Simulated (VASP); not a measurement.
**CdF2: single point with r2SCAN**

CdF2:

```
Cd F
1.0
     2.64567    2.64567    0.00000
    -2.64567    2.64567    0.00000
     0.00000    2.64567    2.64567
Cd F
1 2
Cartesian
  0.0000 0.0000 0.0000
  -1.3228 3.9685 1.3228
  1.3228 3.9685 1.3228
```

* Program: VASP 6.6.1
* Task: single point
* Functional: r2SCAN
* Potentials or basis: VASP PAW PBE potentials, release 64 (Cd_sv_GW, F)
* Cutoff: 770 eV
* k mesh: 8 × 8 × 8
* Occupations: gaussian, width 0.01 eV
* Spin: no spin polarisation
* Dipole correction: no
* Further INCAR settings: ALGO = Normal; EDIFF = 1e-06; NBANDS = 24

* Pressure: 6.6 GPa
* Band gap on the k mesh: 3.99 eV (least direct gap 4.43 eV)

Levels at points of the mesh, in eV from the valence-band top:
```tsv
k point	band 15	band 16	band 17	band 18	band 19	band 20
(0.00, 0.00, 0.00)	-0.44	-0.44	-0.44	3.99	13.88	13.88
(0.50, 0.00, 0.00)	-2.07	-0.37	-0.37	8.46	9.87	16.12
(0.50, 0.50, 0.00)	-0.64	-0.10	-0.10	9.38	10.90	12.33
```

Run time: 3.2 min on 1 thread of Intel(R) Xeon(R) Platinum 8259CL CPU @ 2.50GHz (Skylake/Cascade Lake), with other jobs on the host, peak memory 0.25 GiB.

Caveat: the cell stands under pressure; the PAW data sets were made with another functional, which shifts forces and pressure a little. r2SCAN opens gaps a little over a GGA but as a rule still falls short of measured ones.
